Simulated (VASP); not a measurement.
# Ga12O19 (a cell with a defect) in VASP: a series of runs, part 2 of 2

VASP 6.6.1. Earlier steps stand in the parts before.

## (3) Single point, PBE

INCAR

```
SYSTEM = Ga12O19
ALGO = Normal ; EDIFF = 1E-6
ENCUT = 520 ; GGA = PE
ISIF = 2 ; ISMEAR = -1
LASPH = .True. ; LCHARG = .False.
LREAL = Auto ; LWAVE = .False.
NBANDS = 156 ; NELECT = 272.0
NELM = 100 ; PREC = Accurate
SIGMA = 0.01
```

KPOINTS

```
Automatic mesh
0
Gamma
  1 1 1
  0.25 0.25 0.25
```

POSCAR

```
Ga12O19
1.0
    0.0000000000      9.2496621800      0.0000000000
   -1.3977182400      0.0000000000      5.7085775500
    6.2279771500     -1.5416103600      0.0067278600
Ga O
12 19
Direct
    0.1030883060      0.7834302498      0.6566224717
    0.2213183077      0.3491054313      0.3132604668
    0.2799891401      0.2229463205      0.7914314744
    0.0203555257      0.8069726397      0.1273964818
    0.4479262881      0.6895289650      0.6903280323
    0.5477325522      0.3309473684      0.3120283081
    0.6320387987      0.2114302366      0.8360902381
    0.3601582960      0.8147422282      0.1792259423
    0.7676933899      0.6714418109      0.7028017863
    0.8943462263      0.3016206724      0.3409703768
    0.9716001708      0.2149635653      0.8342648618
    0.6883732826      0.8009559364      0.2042139351
    0.1762683270      0.7590750434     -0.0122998149
    0.1714958963      0.3154248372      1.0040125225
    0.2823895221      0.4517427081      0.6353756489
    0.0580602292      0.6047802031      0.3487453901
    0.0492493484      0.1294829587      0.2405652200
    0.3029808021      0.9063824736      0.6790211675
    0.5008972093      0.7583093725      0.0159248885
    0.4868522924      0.2736603485      0.9909061822
    0.5991223564      0.4371197349      0.6606996345
    0.3965749801      0.5884165858      0.3478502799
    0.3868560032      0.1275686282      0.3261948381
    0.6118160270      0.8988193932      0.6851793379
    0.8179455098      0.7256694537      0.0324989040
    0.8241276969      0.2735855622      1.0070961051
    0.9151163020      0.4398693192      0.6536818091
    0.7118049001      0.5761382884      0.3659263577
    0.7150253267      0.1173354385      0.3340660752
    0.9345310922      0.8803206181      0.7860571847
    1.0665767930      1.0881489649      0.6054299117
```

Potentials or basis: VASP PAW PBE potentials, release 64 (Ga_d, O).

Started as:

```sh
$ cat potpaw_PBE.64/Ga_d/POTCAR potpaw_PBE.64/O/POTCAR > POTCAR
$ mpirun -np 1 vasp_std > vasp.out
```

OUTCAR:

```text
SYSTEM = Ga12O19
   EDIFF = 1E-6
   ENCUT = 520
   GGA = PE
   ISIF = 2
   ISMEAR = -1
   LASPH = .True.
   LREAL = Auto
   NELECT = 272.0
   NELM = 100
   PREC = Accurate

 ion  position               nearest neighbor table
   1  0.103  0.783  0.657-  31 1.91  18 1.95  16 1.96  30 1.96  13 2.11   3 2.90
   2  0.221  0.349  0.313-  14 1.89  17 1.95  15 1.95  23 2.01  22 2.08  16 2.14
   3  0.280  0.223  0.791-  15 1.85  14 1.87  18 1.87  20 2.01  31 2.09   1 2.90
   4  0.020  0.807  0.127-  25 1.85  17 1.86  13 1.86  16 2.02  30 2.28
   5  0.448  0.690  0.690-  18 1.85  24 1.96  19 1.97  15 1.98  21 2.05  22 2.07
   6  0.548  0.331  0.312-  23 1.94  20 1.95  29 1.99  28 2.00  22 2.07  21 2.11
   7  0.632  0.211  0.836-  26 1.84  20 1.84  24 1.86  21 1.91
   8  0.360  0.815  0.179-  13 1.82  19 1.84  23 1.85  22 1.88
   9  0.768  0.671  0.703-  30 1.86  27 1.95  24 1.97  25 2.00  21 2.01  28 2.04
  10  0.894  0.302  0.341-  17 1.91  27 1.95  29 1.97  26 2.05  16 2.32  28 2.34
  11  0.972  0.215  0.834-  31 1.90  14 1.92  30 1.94  26 1.94  27 1.94
  12  0.688  0.801  0.204-  25 1.80  19 1.84  28 1.84  29 1.84
  13  0.176  0.759  0.988-   8 1.82   4 1.86   1 2.11
  14  0.171  0.315  0.004-   3 1.87   2 1.89  11 1.92
  15  0.282  0.452  0.635-   3 1.85   2 1.95   5 1.98
  16  0.058  0.605  0.349-   1 1.96   4 2.02   2 2.14  10 2.32
  17  0.049  0.129  0.241-   4 1.86  10 1.91   2 1.95
  18  0.303  0.906  0.679-   5 1.85   3 1.87   1 1.95
  19  0.501  0.758  0.016-  12 1.84   8 1.84   5 1.97
  20  0.487  0.274  0.991-   7 1.84   6 1.95   3 2.01
  21  0.599  0.437  0.661-   7 1.91   9 2.01   5 2.05   6 2.11
  22  0.397  0.588  0.348-   8 1.88   6 2.07   5 2.07   2 2.08
  23  0.387  0.128  0.326-   8 1.85   6 1.94   2 2.01
  24  0.612  0.899  0.685-   7 1.86   5 1.96   9 1.97
  25  0.818  0.726  0.032-  12 1.80   4 1.85   9 2.00
  26  0.824  0.274  0.007-   7 1.84  11 1.94  10 2.05
  27  0.915  0.440  0.654-  11 1.94  10 1.95   9 1.95
  28  0.712  0.576  0.366-  12 1.84   6 2.00   9 2.04  10 2.34
  29  0.715  0.117  0.334-  12 1.84  10 1.97   6 1.99
  30  0.935  0.880  0.786-   9 1.86  11 1.94   1 1.96   4 2.28
  31  0.067  0.088  0.605-  11 1.90   1 1.91   3 2.09

  LATTYP: Found a triclinic cell.
 ALAT       =     5.8771994966
 B/A-ratio  =     1.6412011407
 C/A-ratio  =     2.7541529852
 COS(alpha) =     0.0064926560
 COS(beta)  =     0.5439765005
 COS(gamma) =     0.7621873503

  Lattice vectors:

 A1 = (   1.3977182400,   0.0000000000,  -5.7085775500)
 A2 = (   7.6256953900,  -1.5416103600,  -5.7018496900)
 A3 = (  -9.6605178200,  -6.1664414600, -11.4306108200)

Analysis of symmetry for initial positions (statically):
=====================================================================
 Subroutine PRICEL returns:
 Original cell was already a primitive cell.

 Routine SETGRP: Setting up the symmetry group for a
 triclinic supercell.

 Subroutine GETGRP returns: Found  1 space group operations
 (whereof  1 operations were pure point group operations)
 out of a pool of  2 trial point group operations.

The static configuration has the point symmetry C_1 .

Analysis of symmetry for dynamics (positions and initial velocities):
=====================================================================
 Subroutine PRICEL returns:
 Original cell was already a primitive cell.

 Routine SETGRP: Setting up the symmetry group for a
 triclinic supercell.

 Subroutine GETGRP returns: Found  1 space group operations
 (whereof  1 operations were pure point group operations)
 out of a pool of  2 trial point group operations.

[... 117 lines left out ...]
   number of dos      NEDOS =    301   number of ions     NIONS =     31
   total plane-waves  NPLWV = 161280
   dimension x,y,z NGX =    70 NGY =   48 NGZ =   48
   dimension x,y,z NGXF=   140 NGYF=   96 NGZF=   96
   ions per type =              12  19
   NGX,Y,Z   is equivalent  to a cutoff of  12.58, 13.58, 12.44 a.u.
   NGXF,Y,Z  is equivalent  to a cutoff of  25.16, 27.16, 24.87 a.u.
 SYSTEM =  Ga12O19
   PREC   = accura    normal or accurate (medium, high low for compatibility)
   ISTART =      0    job   : 0-new  1-cont  2-samecut
   ICHARG =      2    charge: 1-file 2-atom 10-const
   ISPIN  =      1    spin polarized calculation?
   LNONCOLLINEAR =      F non collinear calculations
   LSORBIT =      F    spin-orbit coupling
   LASPH  =      T    aspherical Exc in radial PAW
   ENCUT  =  520.0 eV  38.22 Ry    6.18 a.u.  17.20 10.93 11.93*2*pi/ulx,y,z
   NELM   =    100;   NELMIN=  2; NELMDL= -5     # of ELM steps
   EDIFF  = 0.1E-05   stopping-criterion for ELM
   LREAL  =      T    real-space projection
   EDIFFG = 0.1E-04   stopping-criterion for IOM
   NSW    =      0    number of steps for IOM
   IBRION =     -1    ionic relax: 0-MD 1-quasi-New 2-CG
   NFREE  =      0    steps in history (QN), initial steepest desc. (CG)
   ISIF   =      2    stress and relaxation
   ISYM   =      2    0-nonsym 1-usesym 2-fastsym
   POTIM  = 0.5000    time-step for ionic-motion
   TEBEG  =    0.0;   TEEND  =   0.0 temperature during run
   PSTRESS=    0.0 pullay stress
   NELECT =     272.0000    total number of electrons
   NUPDOWN=      -1.0000    fix difference up-down
   EMIN   =  10.00;   EMAX   =-10.00  energy-range for DOS
   EFERMI =   0.00;   METHOD = LEGACY
   ISMEAR =    -1;   SIGMA  =   0.01  broadening in eV -4-tet -1-fermi 0-gaus
   EFERMI_NEDOS =   21; number of points for ismear=-14 and -15
   IALGO  =     38    algorithm
   IMIX   =      4    mixing-type and parameters
     AMIX     =   0.40;   BMIX     =  1.00
     AMIX_MAG =   1.60;   BMIX_MAG =  1.00
  volume/ion in A,a.u.               =      10.61        71.61
  Fermi-wavevector in a.u.,A,eV,Ry     =   1.536594  2.903742 32.125021  2.361122
  Thomas-Fermi vector in A             =   2.643221
   LORBIT       =      0    0 simple, 1 ext, 2 COOP (PROOUT), +10 PAW based schemes
   GGA     = PE    functional components
   LHFCALC =     F    Hartree Fock is set to
   AEXX    =    0.0000 exact exchange contribution
   IVDW    =     0    specifies the selected vdW correction
   LEPSILON=     F    determine dielectric tensor
   LRPA    =     F    only Hartree local field effects (RPA)
 non-spin polarized calculation
  energy-cutoff  :      520.00
  volume of cell :      328.94
 maximum number of plane-waves:      8866
 NGX is ok and might be reduce to    70
   NGX = 35   NGY = 21   NGZ = 23

 number of electron     271.9999996 magnetization

 Free energy of the ion-electron system (eV)
  ---------------------------------------------------
  ext. energy  EPLUGINS =         0.00000000
  ---------------------------------------------------
  free energy    TOTEN  =      -170.80785654 eV

  energy without entropy =     -170.80785654  energy(sigma->0) =     -170.80785654

 E-fermi :   5.0052     XC(G=0): -11.5866

 val. band max:        4.7048299225   @ k =   0.2500   0.2500   0.2500
 cond. band min:       7.8598078826   @ k =   0.2500   0.2500   0.2500
 fundamental gap:      3.1549779601
 Fermi energy:         5.0051745811

 k-point     1 :       0.2500    0.2500    0.2500
  band No.  band energies     occupation
      1     -14.8860      2.00000
      2     -14.6400      2.00000
      3     -14.4533      2.00000
      4     -14.1427      2.00000
      5     -14.0553      2.00000
      6     -13.9641      2.00000
[... 140 lines left out ...]
    147      11.1096      0.00000
    148      11.2848      0.00000
 [bands above 148 left out]

------------------------ aborting loop because EDIFF is reached ----------------------------------------

  FORCE on cell =-STRESS in cart. coord.  units (eV):
  Direction    XX          YY          ZZ          XY          YZ          ZX
  --------------------------------------------------------------------------------------
  -------------------------------------------------------------------------------------
  Total       31.3284892     39.2202514     36.9374065     -2.8670643      0.4895284     -2.5398256
  in kB      152.5929229    191.0316440    179.9125006    -13.9647245      2.3843654    -12.3708301
  external PRESSURE =     174.5123558 kB  Pullay stress =       0.0000000 kB

 VOLUME and BASIS-vectors are now :
 -----------------------------------------------------------------------------
  energy-cutoff  :      520.00
  volume of cell :      328.94
      direct lattice vectors                 reciprocal lattice vectors
     0.000000000  9.249662180  0.000000000     0.026753887  0.108112056  0.006550563
    -1.397718240  0.000000000  5.708577550    -0.000189185  0.000000000  0.175128666
     6.227977150 -1.541610360  0.006727860     0.160523321  0.000000000  0.039303377

 POSITION                                       TOTAL-FORCE (eV/Angst)
 -----------------------------------------------------------------------------------
      2.99442     -0.05872      4.47669         0.077483      0.083792     -0.022115
      1.46303      1.56419      1.99500         0.070186     -0.040913     -0.052715
      4.61740      1.36973      1.27803        -0.086567     -0.195091     -0.093301
     -0.33450     -0.00811      4.60752         0.040726     -0.034623      0.018480
      3.33558      3.07895      3.94087         0.026045      0.048450     -0.063857
      1.48073      4.58532      1.89134        -0.061488     -0.031671     -0.060652
[... 23 lines left out ...]
      3.66511      7.43230      5.03067        -0.197955     -0.072170      0.018877
      3.64740     -0.31752      0.50728         0.219539      0.551196      0.263112
 -----------------------------------------------------------------------------------
    total drift:                               -0.014400      0.005161      0.006360

  FREE ENERGIE OF THE ION-ELECTRON SYSTEM (eV)
  ---------------------------------------------------
  free  energy   TOTEN  =      -170.8078565398 eV

  energy  without entropy=     -170.8078565398  energy(sigma->0) =     -170.80785654
```

Wall time 95 s (1 thread of Intel Xeon 6975P-C (Granite Rapids), shared host); peak memory 0.37 GiB.

Results:

```yaml
Free_energy: -170.8079 eV
Largest_force: 0.649 eV/Å
```

Forces in eV/Å, atoms in the order of the input:
```
Ga   0.077  0.084 -0.022
Ga   0.070 -0.041 -0.053
Ga  -0.087 -0.195 -0.093
Ga   0.041 -0.035  0.018
Ga   0.026  0.048 -0.064
Ga  -0.061 -0.032 -0.061
Ga  -0.034 -0.070 -0.051
Ga   0.010 -0.006 -0.050
Ga  -0.006  0.006 -0.031
Ga  -0.215 -0.085  0.305
Ga   0.040 -0.010  0.039
Ga  -0.006  0.027 -0.009
O   -0.027 -0.048  0.075
O    0.134 -0.024  0.145
O    0.011 -0.006  0.014
O    0.035 -0.137 -0.009
O    0.015 -0.143  0.006
O    0.050  0.165 -0.094
O    0.022  0.025 -0.033
O   -0.040 -0.081 -0.036
O   -0.024 -0.005 -0.038
O   -0.003  0.035 -0.030
O    0.044 -0.022 -0.060
O   -0.054  0.046 -0.027
O   -0.022 -0.008  0.015
O   -0.025 -0.049  0.035
O    0.021 -0.050 -0.057
O   -0.049  0.100 -0.091
O    0.034  0.030 -0.024
O   -0.198 -0.072  0.019
O    0.220  0.551  0.263
```

Levels at points of the mesh, in eV from the Fermi level:
```csv
k point,band 134,band 135,band 136,band 137,band 138,band 139
"(0.25, 0.25, 0.25)",-1.08,-0.89,-0.30,2.85,3.49,4.16
```

Caveat: the k points lie up to 1.10 Å⁻¹ apart, too coarse for converged energies, forces and pressures; the cell carries a net charge on a neutralising background, which shifts energy and pressure; the cell is charged against a uniform background, so pressure and absolute levels hang on convention.

## (4) Single point, PBE

INCAR

```
ALGO = Normal
EDIFF = 1E-7
ENCUT = 520
GGA = PE
ISIF = 2
ISMEAR = -1
LASPH = T
LCHARG = F
LREAL = Auto
LWAVE = F
NBANDS = 156
NELECT = 272.0
NELM = 100
PREC = Accurate
SIGMA = 0.01
```

KPOINTS is that of step 3.

POSCAR

```
Ga12O19
1.0
    0.0000000000      9.2496621800      0.0000000000
   -1.3977182400      0.0000000000      5.7085775500
    6.2279771500     -1.5416103600      0.0067278600
Ga O
12 19
Direct
    0.1028559795      0.7993900448      0.6744992708
    0.2211863222      0.3381179424      0.3279653355
    0.2871440473      0.2239910479      0.8122541640
    0.0229736565      0.8238108446      0.1695795309
    0.4508843888      0.6818786256      0.6915997103
    0.5451738121      0.3269975249      0.3112833201
    0.6326330218      0.2071060982      0.8295025570
    0.3565212254      0.8031887652      0.1717703135
    0.7704985832      0.6768571240      0.7031385059
    0.8813003448      0.3416943701      0.3288103672
    0.9751018786      0.2316591691      0.8318645238
    0.6917580738      0.8091210350      0.2039020373
    0.1624253273      0.7838778206     -0.0003461272
    0.1725445083      0.3377334837      1.0260643378
    0.2922745229      0.4441892720      0.6428632204
    0.0528770648      0.6198955133      0.3673366505
    0.0377165171      0.1465803579      0.2567918927
    0.3088690073      0.8972167345      0.7056763519
    0.5035899110      0.7472079708      0.0201182835
    0.4907962105      0.2691400043      0.9925018580
    0.6029871659      0.4354668235      0.6566526857
    0.3977004915      0.5842933758      0.3483949052
    0.3848496566      0.1168034799      0.3234723420
    0.6095895461      0.8951265082      0.6822245081
    0.8244125127      0.7527164010      0.0304780250
    0.8233752366      0.2928096876      0.9996032887
    0.9182101197      0.4508642800      0.6537432829
    0.7152450364      0.5731919653      0.3554198758
    0.7148146160      0.1248489214      0.3304542655
    0.9131454746      0.9043415452      0.7255141700
    1.0956908174      1.1117964181      0.6346635573
```

Potentials or basis: VASP PAW PBE potentials, release 64 (Ga_d, O).

Started as:

```sh
$ cat potpaw_PBE.64/Ga_d/POTCAR potpaw_PBE.64/O/POTCAR > POTCAR
$ mpirun -np 1 vasp_std > vasp.out
```

OUTCAR:

```text
EDIFF = 1E-7
   ENCUT = 520
   GGA = PE
   ISIF = 2
   ISMEAR = -1
   LASPH = T
   LREAL = Auto
   NELECT = 272.0
   NELM = 100
   PREC = Accurate

 ion  position               nearest neighbor table
   1  0.103  0.799  0.674-  31 1.91  30 1.94  18 1.94  16 1.95  13 2.05   3 2.86  11 2.87
   2  0.221  0.338  0.328-  14 1.88  15 1.92  17 1.94  23 2.00  22 2.14  16 2.29
   3  0.287  0.224  0.812-  15 1.88  31 1.89  18 1.91  14 1.93  20 1.94   1 2.86  11 2.92
   4  0.023  0.824  0.170-  25 1.84  17 1.85  13 1.86  16 1.91
   5  0.451  0.682  0.692-  18 1.83  15 1.94  24 1.95  19 1.99  21 2.03  22 2.08
   6  0.545  0.327  0.311-  20 1.93  23 1.96  29 1.97  22 2.05  28 2.06  21 2.09
   7  0.633  0.207  0.830-  26 1.84  24 1.85  20 1.85  21 1.91
   8  0.357  0.803  0.172-  19 1.84  13 1.86  23 1.86  22 1.88
   9  0.770  0.677  0.703-  30 1.84  27 1.94  24 1.97  25 1.98  21 2.02  28 2.11
  10  0.881  0.342  0.329-  17 1.92  27 1.98  26 2.00  29 2.00  28 2.06  16 2.21
  11  0.975  0.232  0.832-  31 1.90  27 1.91  30 1.92  26 1.95  14 1.96   1 2.87   3 2.92
  12  0.692  0.809  0.204-  25 1.83  19 1.84  29 1.84  28 1.85
  13  0.162  0.784  1.000-   8 1.86   4 1.86   1 2.05
[... 250 lines left out ...]
      1     -14.9278      2.00000
      2     -14.6170      2.00000
      3     -14.5082      2.00000
      4     -14.1605      2.00000
      5     -14.1028      2.00000
      6     -14.0521      2.00000
[... 140 lines left out ...]
    147      11.1216      0.00000
    148      11.4064      0.00000
 [bands above 148 left out]

------------------------ aborting loop because EDIFF is reached ----------------------------------------

  FORCE on cell =-STRESS in cart. coord.  units (eV):
  Direction    XX          YY          ZZ          XY          YZ          ZX
  --------------------------------------------------------------------------------------
  -------------------------------------------------------------------------------------
  Total       33.8055459     40.4004902     38.0683110      0.2947173      0.1775306     -2.8631248
  in kB      164.6580219    196.7802804    185.4208420      1.4354913      0.8647054    -13.9455363
  external PRESSURE =     182.2863814 kB  Pullay stress =       0.0000000 kB

 VOLUME and BASIS-vectors are now :
 -----------------------------------------------------------------------------
  energy-cutoff  :      520.00
  volume of cell :      328.94
      direct lattice vectors                 reciprocal lattice vectors
     0.000000000  9.249662180  0.000000000     0.026753887  0.108112056  0.006550563
    -1.397718240  0.000000000  5.708577550    -0.000189185  0.000000000  0.175128666
     6.227977150 -1.541610360  0.006727860     0.160523321  0.000000000  0.039303377

 POSITION                                       TOTAL-FORCE (eV/Angst)
 -----------------------------------------------------------------------------------
      3.08344     -0.08843      4.56792         0.014489     -0.001754     -0.055436
      1.56997      1.54030      1.93238         0.013928     -0.027040      0.009969
      4.74562      1.40381      1.28413         0.003046      0.025839      0.012831
     -0.09532     -0.04893      4.70393         0.003652      0.010097      0.000874
      3.35419      3.10435      3.89721         0.005870     -0.016878      0.013817
      1.48161      4.56280      1.86879        -0.001244     -0.007600     -0.002431
[... 23 lines left out ...]
      3.25447      7.32783      5.16739         0.003854     -0.029384     -0.002262
      3.79641     -0.09330      0.64247        -0.075311      0.000572      0.023342
 -----------------------------------------------------------------------------------
    total drift:                                0.002154      0.005291     -0.013071

  FREE ENERGIE OF THE ION-ELECTRON SYSTEM (eV)
  ---------------------------------------------------
  free  energy   TOTEN  =      -171.1681676932 eV

  energy  without entropy=     -171.1681676932  energy(sigma->0) =     -171.16816769
```

stdout:

```text
POSCAR found type information on POSCAR GaO
 POSCAR found :  2 types and      31 ions
 scaLAPACK will be used
 LDA part: xc-table for (Slater+PW92), standard interpolation
 POSCAR, INCAR and KPOINTS ok, starting setup
 FFT: planning ... GRIDC
 FFT: planning ... GRID_SOFT
 FFT: planning ... GRID
 WAVECAR not read
 entering main loop
 the old and the new charge density differ
 old charge density:   270.00000 new  272.00000
    0.325E+01
```

Run time: 2 min. Hardware: 1 thread of Intel Xeon 6975P-C (Granite Rapids), shared host; peak memory 0.38 GiB.

Results:

| Item | Value |
| --- | --- |
| Free energy | -171.1682 eV |
| Largest force | 0.079 eV/Å |

Forces on the atoms (eV/Å):
```
Ga   0.014 -0.002 -0.055
Ga   0.014 -0.027  0.010
Ga   0.003  0.026  0.013
Ga   0.004  0.010  0.001
Ga   0.006 -0.017  0.014
Ga  -0.001 -0.008 -0.002
Ga  -0.007 -0.005 -0.012
Ga   0.008 -0.005 -0.007
Ga   0.007  0.012  0.017
Ga   0.010  0.031  0.005
Ga   0.016 -0.025  0.008
Ga   0.008 -0.001  0.003
O   -0.023  0.001 -0.013
O    0.011  0.008  0.035
O    0.013 -0.013  0.014
O   -0.007  0.005 -0.041
O   -0.009 -0.002 -0.009
O   -0.001  0.028 -0.002
O   -0.014  0.010 -0.006
O    0.001 -0.009  0.006
O    0.004 -0.006 -0.013
O   -0.004  0.009  0.002
O    0.019  0.004 -0.006
O   -0.024  0.001  0.008
O   -0.003 -0.011 -0.011
O    0.007  0.001  0.012
O    0.008  0.017  0.013
O   -0.008 -0.006  0.005
O    0.019  0.003 -0.008
O    0.004 -0.029 -0.002
O   -0.075  0.001  0.023
```

Levels at points of the mesh, in eV from the Fermi level:
| k point | band 134 | band 135 | band 136 | band 137 | band 138 | band 139 |
| --- | --- | --- | --- | --- | --- | --- |
| (0.25, 0.25, 0.25) | -0.83 | -0.61 | -0.32 | 2.99 | 3.68 | 4.33 |

Caveat: the k points lie up to 1.10 Å⁻¹ apart, too coarse for converged energies, forces and pressures; the cell carries a net charge on a neutralising background, which shifts energy and pressure; the cell is charged against a uniform background, so pressure and absolute levels hang on convention.
